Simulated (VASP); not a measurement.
# HRh2 (Fm-3m) in VASP: a series of runs, part 2 of 2

VASP 6.6.1.

## 3. Relaxation of cell and atoms, PBE

This run uses another cell than the first one, of 9.88 Å³/atom.

INCAR reads:

```
  PREC = Accurate
  ENCUT = 600
  EDIFF = 1E-6
  ISMEAR = 0
  SIGMA = 0.1
  LREAL = False
  LASPH = True
  NELM = 80
  ALGO = Normal
  ISIF = 3
  LWAVE = False
  LCHARG = False
  GGA = PE
  IBRION = 2
  NSW = 90
  EDIFFG = -0.04
```

KPOINTS reads:

```
Automatic mesh
0
Gamma
  6 6 6
```

POSCAR reads:

```
HRh2
1.0
    0.0000000000      2.4565430300      2.4565430300
    2.4565430300      0.0000000000      2.4565430300
    2.4565430300      2.4565430300      0.0000000000
H Rh
1 2
Direct
    0.0000000000      0.0000000000      0.0000000000
    0.2500000000      0.2500000000      0.2500000000
    0.7500000000      0.7500000000      0.7500000000
```

Potentials or basis: VASP PAW PBE potentials, release 64 (H, Rh_pv).

Started as:

```sh
cat potpaw_PBE.64/H/POTCAR potpaw_PBE.64/Rh_pv/POTCAR > POTCAR
mpirun -np 1 vasp_std > vasp.out
```

OUTCAR:

```text
PREC = Accurate
   ENCUT = 600
   EDIFF = 1E-6
   ISMEAR = 0
   LREAL = False
   LASPH = True
   NELM = 80
   ISIF = 3
   GGA = PE
   IBRION = 2
   NSW = 90
   EDIFFG = -0.04

 ion  position               nearest neighbor table
   1  0.000  0.000  0.000-
   2  0.250  0.250  0.250-   3 2.46   3 2.46   3 2.46   3 2.46   3 2.46   3 2.46
   3  0.750  0.750  0.750-   2 2.46   2 2.46   2 2.46   2 2.46   2 2.46   2 2.46

  LATTYP: Found a face centered cubic cell.
 ALAT       =     4.9130860600

  Lattice vectors:

 A1 = (   0.0000000000,   2.4565430300,   2.4565430300)
 A2 = (   2.4565430300,   0.0000000000,   2.4565430300)
 A3 = (   2.4565430300,   2.4565430300,   0.0000000000)

Analysis of symmetry for initial positions (statically):
[... 170 lines left out ...]

 val. band max:       11.5652442326   @ k =   0.1667   0.1667   0.0000
 cond. band min:      11.6709002683   @ k =   0.5000   0.1667   0.0000
 fundamental gap:      0.1056560357
 Fermi energy:        11.5794947353

 k-point     1 :       0.0000    0.0000    0.0000
  band No.  band energies     occupation
      1     -35.3396      2.00000
      2     -35.3396      2.00000
      3     -35.3396      2.00000
      4     -34.6193      2.00000
      5     -34.6193      2.00000
      6     -34.6193      2.00000
[... 451 lines left out ...]
--------------------------------------- Ionic step        4  -------------------------------------------

 number of electron      30.9999994 magnetization

 Free energy of the ion-electron system (eV)
  ---------------------------------------------------
  ext. energy  EPLUGINS =         0.00000000
  ---------------------------------------------------
  free energy    TOTEN  =       -16.13665957 eV

  energy without entropy =      -16.12179721  energy(sigma->0) =      -16.12922839

 E-fermi :   9.2517     XC(G=0): -12.9212

 val. band max:        9.2280129058   @ k =   0.1667   0.1667   0.0000
 cond. band min:       9.2716575339   @ k =  -0.3333   0.3333   0.0000
 fundamental gap:      0.0436446281
 Fermi energy:         9.2516914537

 k-point     1 :       0.0000    0.0000    0.0000
  band No.  band energies     occupation
      1     -37.1982      2.00000
      2     -37.1982      2.00000
      3     -37.1982      2.00000
      4     -36.7335      2.00000
      5     -36.7335      2.00000
      6     -36.7335      2.00000
[... 371 lines left out ...]
  FREE ENERGIE OF THE ION-ELECTRON SYSTEM (eV)
  ---------------------------------------------------
  free  energy   TOTEN  =       -16.1366595663 eV

  energy  without entropy=      -16.1217972058  energy(sigma->0) =      -16.12922839

 reached required accuracy - stopping structural energy minimisation
```

Run time: 66 s. Hardware: 1 thread of Intel Xeon 8259CL, shared host; peak memory 0.16 GiB.

Results:

```yaml
Free_energy: -16.1367 eV
Relaxed_volume: 11.38 Å³/atom
Relaxed_cell: a = 3.642 Å, b = 3.642 Å, c = 3.642 Å, α = 60.00°, β = 60.00°, γ = 60.00°
Space_group_after_relaxing_to_0.1_Å: Fm-3m (No. 225)
Energy_gained_by_relaxing: 154.1 meV/atom
Ionic_steps: 4
Pressure_after_relaxing: -0.2 GPa
Band_gap_on_the_k_mesh: zero (an odd number of electrons rules out a gap without spin polarisation)
```

The path:
```
step  energy change (eV)  largest force (eV/Å)  pressure (GPa)  volume (Å³)
   1              0.0000                0.0000           38.17        29.65
   2              0.1085                0.0000          -22.25        40.94
   3             -0.4617                0.0000           -1.01        34.29
   4             -0.4623                0.0000           -0.23        34.15
```

Final structure:
```xyz
3
Lattice="0.0000 2.5750 2.5750 2.5750 0.0000 2.5750 2.5750 2.5750 0.0000" Properties=species:S:1:pos:R:3 pbc="T T T"
H     0.0000    0.0000    0.0000
Rh    1.2875    1.2875    1.2875
Rh    3.8624    3.8624    3.8624
```

Caveat: the k points lie up to 0.35 Å⁻¹ apart in the final cell, too coarse for converged energies and pressures of a metal; the volume moved by over 15 % at a fixed basis, so the end points are rough.

## 4. Single point, PBE

This run uses another cell than the first one, of 11.40 Å³/atom.

INCAR reads:

```
SYSTEM = HRh2
  PREC = Accurate
  ENCUT = 520
  EDIFF = 1E-6
  ISMEAR = 0
  SIGMA = 0.1
  LREAL = .FALSE.
  LASPH = .TRUE.
  NELM = 80
  ALGO = Normal
  ISIF = 2
  LWAVE = .FALSE.
  LCHARG = .TRUE.
  GGA = PE
  LELF = .TRUE.
  LVHAR = .TRUE.
  NBANDS = 22
```

KPOINTS reads:

```
Automatic mesh
0
G
  16 16 16
  0 0 0
```

POSCAR reads:

```
HRh2
1.0
    0.0000000000      2.5763891747      2.5763891747
    2.5763891747      0.0000000000      2.5763891747
    2.5763891747      2.5763891747      0.0000000000
H Rh
1 2
Direct
    0.0000000000      0.0000000000      0.0000000000
    0.2500000000      0.2500000000      0.2500000000
    0.7500000000      0.7500000000      0.7500000000
```

Potentials or basis: VASP PAW PBE potentials, release 64 (H, Rh_pv).

Started as:

```sh
cat potpaw_PBE.64/H/POTCAR potpaw_PBE.64/Rh_pv/POTCAR > POTCAR
mpirun -np 1 vasp_std > vasp.out
```

OUTCAR:

```text
SYSTEM = HRh2
   PREC = Accurate
   ENCUT = 520
   EDIFF = 1E-6
   ISMEAR = 0
   LREAL = .FALSE.
   LASPH = .TRUE.
   NELM = 80
   ISIF = 2
   GGA = PE

 ion  position               nearest neighbor table
   1  0.000  0.000  0.000-
   2  0.250  0.250  0.250-   3 2.58   3 2.58   3 2.58   3 2.58   3 2.58   3 2.58
   3  0.750  0.750  0.750-   2 2.58   2 2.58   2 2.58   2 2.58   2 2.58   2 2.58

  LATTYP: Found a face centered cubic cell.
 ALAT       =     5.1527783494

  Lattice vectors:

[... 790 lines left out ...]

  FORCE on cell =-STRESS in cart. coord.  units (eV):
  Direction    XX          YY          ZZ          XY          YZ          ZX
  --------------------------------------------------------------------------------------
  -------------------------------------------------------------------------------------
  Total        0.0013061      0.0013061      0.0013061     -0.0000000      0.0000000     -0.0000000
  in kB        0.0611801      0.0611801      0.0611801     -0.0000000      0.0000000     -0.0000000
  external PRESSURE =       0.0611801 kB  Pullay stress =       0.0000000 kB

 VOLUME and BASIS-vectors are now :
 -----------------------------------------------------------------------------
  energy-cutoff  :      520.00
  volume of cell :       34.20
      direct lattice vectors                 reciprocal lattice vectors
     0.000000000  2.576389175  2.576389175    -0.194070059  0.194070059  0.194070059
     2.576389175  0.000000000  2.576389175     0.194070059 -0.194070059  0.194070059
     2.576389175  2.576389175  0.000000000     0.194070059  0.194070059 -0.194070059

 POSITION                                       TOTAL-FORCE (eV/Angst)
 -----------------------------------------------------------------------------------
      0.00000      0.00000      0.00000        -0.000000     -0.000000     -0.000000
      1.28819      1.28819      1.28819        -0.000000     -0.000000     -0.000000
      3.86458      3.86458      3.86458         0.000000      0.000000      0.000000
 -----------------------------------------------------------------------------------
    total drift:                                0.000000      0.000000      0.000000

  FREE ENERGIE OF THE ION-ELECTRON SYSTEM (eV)
  ---------------------------------------------------
  free  energy   TOTEN  =       -16.1054000778 eV

  energy  without entropy=      -16.0871368909  energy(sigma->0) =      -16.09626848
```

It took 2.2 min on 1 thread of Intel Xeon 8259CL, shared host; peak memory 0.23 GiB.

What came out:

* Free energy: -16.1054 eV
* Pressure: 0.0 GPa
* Band gap on the k mesh: zero (an odd number of electrons rules out a gap without spin polarisation)

## 5. The runs side by side

| task | cell | k mesh | cutoff (eV) | gap on the mesh (eV) | pressure (GPa) |
| --- | --- | --- | --- | --- | --- |
| single point | a = 3.641 Å, angles 60.0°, 3 atoms | 6 × 6 × 6 | 520 | none | -0.1 |
| relaxation of cell and atoms | relaxed from a = 3.474 Å, angles 60.0°, 3 atoms | 6 × 6 × 6 | 600 | none | -0.2 |
| single point | a = 3.644 Å, angles 60.0°, 3 atoms | 16 × 16 × 16 | 520 | none | 0.0 |

Alike in all rows: level PBE; potentials or basis VASP PAW PBE potentials, release 64 (H, Rh_pv); no spin polarisation; smearing gaussian 0.1 eV.

Caveats: some runs use coarse meshes; the volume moved by over 15 % at a fixed basis, so the end points are rough (at least some runs).

Total energies depend on the potentials used, so only differences within one code and one set of settings carry meaning.
